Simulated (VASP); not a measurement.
# PbS (Galena) (Fm-3m) in VASP: further runs, part 2 of 2

VASP 6.6.1. The steps go on from the part before.

## (4) Relaxation of cell and atoms, LDA, target pressure 4 GPa, at which the enthalpy is minimised

Contents of INCAR:

```
SYSTEM = PbS
ALGO     = Normal         ! electronic algorithm
EDIFF    = 1E-6           ! SCF threshold, eV
EDIFFG   = -0.1           ! ionic threshold
ENCUT    = 600            ! plane-wave cutoff, eV
GGA      = CA             ! functional
IBRION   = 2              ! ionic algorithm
ISIF     = 3              ! what is computed and relaxed
ISMEAR   = 0              ! smearing method
LASPH    = .TRUE.         ! aspherical terms in the spheres
LCHARG   = .FALSE.        ! write CHGCAR
LREAL    = .FALSE.        ! projectors in reciprocal space
LWAVE    = .FALSE.        ! write WAVECAR
NELM     = 100            ! most SCF steps
NSW      = 100            ! ionic steps
PREC     = Accurate       ! precision mode
PSTRESS  = 40.0         
SIGMA    = 0.01           ! smearing width, eV
```

Contents of KPOINTS:

```
k-points
0
G
  7 7 7
  0 0 0
```

Contents of POSCAR:

```
PbS
1.0
    0.0000000000      2.9657500000      2.9657500000
    2.9657500000      0.0000000000      2.9657500000
    2.9657500000      2.9657500000      0.0000000000
Pb S
1 1
Direct
    0.0000000000      0.0000000000      0.0000000000
    0.5000000000      0.5000000000      0.5000000000
```

Run with:

```sh
$ cat potpaw_LDA.64/Pb_d/POTCAR potpaw_LDA.64/S/POTCAR > POTCAR
$ mpirun -np 1 vasp_std > vasp.out
```

It took 31 s on 1 thread of Intel Xeon Platinum 8259CL at 2.50GHz (Skylake/Cascade Lake), shared host; peak memory 0.18 GiB.

It converged, with:

```
Free energy                                            : -9.9717 eV
Relaxed volume                                         : 23.65 Å³/atom
Relaxed cell                                           : a = 4.059 Å, b = 4.059 Å, c = 4.059 Å, α = 60.00°, β = 60.00°, γ = 60.00°
Space group after relaxing (to 0.05 Å)                 : Fm-3m (No. 225)
Energy change on relaxing (the enthalpy is what falls) : +6.6 meV/atom
Ionic steps                                            : 3
Pressure after relaxing                                : 3.9 GPa
```

Step by step:
```tsv
step	energy change (eV)	largest force (eV/Å)	pressure (GPa)	volume (Å³)
1	0.0000	0.0000	-2.56	52.17
2	0.1275	0.0000	9.50	44.51
3	0.0131	0.0000	3.94	47.30
```

Final structure:
```yaml
crystal:
  lattice:
    - [0.00000, 2.87031, 2.87031]
    - [2.87031, 0.00000, 2.87031]
    - [2.87031, 2.87031, 0.00000]
  atoms:
    - { symbol: Pb, position: [0.00000, 0.00000, 0.00000] }
    - { symbol: S, position: [0.50000, 0.50000, 0.50000] }
```

Levels at points of the mesh, in eV from the Fermi level:
```tsv
k point	band 7	band 8	band 9	band 10	band 11	band 12	band 13	band 14
(0.00, 0.00, 0.00)	-5.59	-2.38	-2.38	-2.38	5.66	5.66	5.66	6.69
```

Caveat: this odd mesh misses L, where the gap lies, so gap, dielectric constants and Born charges aren't listed; the cell is relaxed towards a set pressure, so the enthalpy falls and the energy may rise; spin-orbit coupling is left out, which moves the levels of the heavy elements. Zero-point motion and thermal expansion aren't in these numbers.

## (5) Relaxation of cell and atoms, LDA, target pressure 6 GPa, at which the enthalpy is minimised

Contents of INCAR:

```
SYSTEM = PbS
PREC = Accurate
ENCUT = 600
EDIFF = 1E-7
ISMEAR = 0
SIGMA = 0.01
LREAL = .False.
LASPH = .True.
NELM = 100
ALGO = Normal
ISIF = 3
LWAVE = .False.
LCHARG = .False.
GGA = CA
IBRION = 2
NSW = 100
EDIFFG = -0.1
PSTRESS = 60.0
```

Contents of KPOINTS:

```
regular mesh
0
Gamma
  7 7 7
  0 0 0
```

POSCAR is that of step 4.

Run with:

```sh
$ cat potpaw_LDA.64/Pb_d/POTCAR potpaw_LDA.64/S/POTCAR > POTCAR
$ mpirun -np 1 vasp_std > vasp.out
```

It took 34 s on 1 thread of Intel Xeon Platinum 8259CL at 2.50GHz (Skylake/Cascade Lake), shared host; peak memory 0.18 GiB.

Results (log left out):

| Property | Result |
| --- | --- |
| Free energy | -9.9389 eV |
| Relaxed volume | 23.11 Å³/atom |
| Relaxed cell | a = 4.028 Å, b = 4.028 Å, c = 4.028 Å, α = 60.00°, β = 60.00°, γ = 60.00° |
| Space group after relaxing (to 0.05 Å) | Fm-3m (No. 225) |
| Energy change on relaxing (the enthalpy is what falls) | +22.9 meV/atom |
| Ionic steps | 3 |
| Pressure after relaxing | 5.9 GPa |

The path:
| step | energy change (eV) | largest force (eV/Å) | pressure (GPa) | volume (Å³) |
| --- | --- | --- | --- | --- |
| 1 | 0.0000 | 0.0000 | -2.56 | 52.17 |
| 2 | 0.2932 | 0.0000 | 15.13 | 42.34 |
| 3 | 0.0459 | 0.0000 | 5.88 | 46.23 |

Final structure:
```yaml
crystal:
  lattice:
    - [0.00000, 2.84852, 2.84852]
    - [2.84852, 0.00000, 2.84852]
    - [2.84852, 2.84852, 0.00000]
  atoms:
    - { symbol: Pb, position: [0.00000, 0.00000, 0.00000] }
    - { symbol: S, position: [0.50000, 0.50000, 0.50000] }
```

Levels at points of the mesh, in eV from the Fermi level:
| k point | band 6 | band 7 | band 8 | band 9 | band 10 | band 11 | band 12 | band 13 | band 14 |
| --- | --- | --- | --- | --- | --- | --- | --- | --- | --- |
| (0.00, 0.00, 0.00) | -14.48 | -5.57 | -2.53 | -2.53 | -2.53 | 5.70 | 5.70 | 5.70 | 6.60 |

Caveat: this odd mesh misses L, where the gap lies, so gap, dielectric constants and Born charges aren't listed; the cell is relaxed towards a set pressure, so the enthalpy falls and the energy may rise; spin-orbit coupling is left out, which moves the levels of the heavy elements. LDA usually gives volumes a few per cent too small.

## (6) Relaxation of cell and atoms, LDA, target pressure 8 GPa, at which the enthalpy is minimised

Contents of INCAR:

```
SYSTEM = PbS
ALGO = Normal
EDIFF = 1E-7
EDIFFG = -0.1
ENCUT = 600
GGA = CA
IBRION = 2
ISIF = 3
ISMEAR = 0
LASPH = .True.
LCHARG = .False.
LREAL = .False.
LWAVE = .False.
NELM = 80
NSW = 100
PREC = Accurate
PSTRESS = 80.0
SIGMA = 0.01
```

Contents of KPOINTS:

```
k-points
0
Gamma
  7 7 7
  0 0 0
```

POSCAR is that of step 5.

Potentials or basis: VASP PAW LDA potentials, release 64 (Pb_d, S).

Run with:

```sh
$ cat potpaw_LDA.64/Pb_d/POTCAR potpaw_LDA.64/S/POTCAR > POTCAR
$ mpirun -np 1 vasp_std > vasp.out
```

Wall time 35 s (1 thread of Intel Xeon Platinum 8259CL at 2.50GHz (Skylake/Cascade Lake), shared host); peak memory 0.18 GiB.

Results (log left out):

| Quantity | Value |
| --- | --- |
| Free energy | -9.8992 eV |
| Relaxed volume | 22.65 Å³/atom |
| Relaxed cell | a = 4.001 Å, b = 4.001 Å, c = 4.001 Å, α = 60.00°, β = 60.00°, γ = 60.00° |
| Space group after relaxing (to 0.05 Å) | Fm-3m (No. 225) |
| Energy change on relaxing (the enthalpy is what falls) | +42.8 meV/atom |
| Ionic steps | 3 |
| Pressure after relaxing | 7.7 GPa |

The path:
| step | energy change (eV) | largest force (eV/Å) | pressure (GPa) | volume (Å³) |
| --- | --- | --- | --- | --- |
| 1 | 0.0000 | 0.0000 | -2.56 | 52.17 |
| 2 | 0.5353 | 0.0000 | 22.03 | 40.23 |
| 3 | 0.0856 | 0.0000 | 7.73 | 45.29 |

Final structure:
```
CELL_PARAMETERS angstrom
0.00000 2.82922 2.82922
2.82922 0.00000 2.82922
2.82922 2.82922 0.00000
ATOMIC_POSITIONS crystal
Pb 0.00000 0.00000 0.00000
S 0.50000 0.50000 0.50000
```

Levels at points of the mesh, in eV from the Fermi level:
| k point | band 8 | band 9 | band 10 | band 11 | band 12 | band 13 |
| --- | --- | --- | --- | --- | --- | --- |
| (0.00, 0.00, 0.00) | -2.58 | -2.58 | -2.58 | 5.83 | 5.83 | 5.83 |

Caveat: this odd mesh misses L, where the gap lies, so gap, dielectric constants and Born charges aren't listed; the cell is relaxed towards a set pressure, so the enthalpy falls and the energy may rise; spin-orbit coupling is left out, which moves the levels of the heavy elements.

## (7) Overview

```csv
cell,pressure (GPa)
relaxed,0.0
relaxed to 2 GPa,2.0
relaxed to 4 GPa,3.9
relaxed to 6 GPa,5.9
relaxed to 8 GPa,7.7
```

Alike in all rows: task relaxation of cell and atoms; level LDA; potentials or basis VASP PAW LDA potentials, release 64 (Pb_d, S); no spin polarisation; k mesh 7 × 7 × 7; cutoff (eV) 600; smearing gaussian 0.01 eV.

Caveats: spin-orbit coupling is left out, which moves the levels of the heavy elements; the cell is relaxed towards a set pressure, so the enthalpy falls and the energy may rise (some runs).

Total energies depend on the potentials used, so only differences within one code and one set of settings carry meaning.
